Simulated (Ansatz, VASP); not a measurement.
**W: VASP beside Ansatz**

```xyz
1
Lattice="-1.6772 1.6772 1.6372 1.6772 -1.6772 1.6372 1.6772 1.6772 -1.6372" Properties=species:S:1:pos:R:3 pbc="T T T"
W     0.0000    0.0000    0.0000
```

Change from the starting cell: strain +0.050 along x and y, +0.025 along z, atoms carried along.

Alike in both runs: task single point; functional PBE; k mesh 20 × 20 × 20; occupations fermi-dirac, width 0.4 eV; no spin polarisation.

|  | VASP | Ansatz |
| --- | --- | --- |
| version | VASP 6.6.1 | Ansatz 0.2.0 |
| potentials or method | VASP PAW PBE potentials, release 64 (W_sv), cutoff 520 eV | scalar-relativistic, plane waves, PAW |
| valence electrons in the cell | 14 | 14 |

```csv
,VASP,Ansatz,Ansatz less VASP
gap on the k mesh at the Fermi level (eV),none,none,-
pressure (GPa),-28.1,-28.3,-0.17
"traceless stress, the component that is largest in VASP (GPa)",2.83,2.83,+0.003
```

A gap of «none» marks a metal or a gap that the smearing closes. Both programs put the cell under strong tension, so it lies far from rest at this level. The functional is the same, so the differences come from potentials, cutoffs and numerics.

Neither program's run includes spin-orbit coupling.
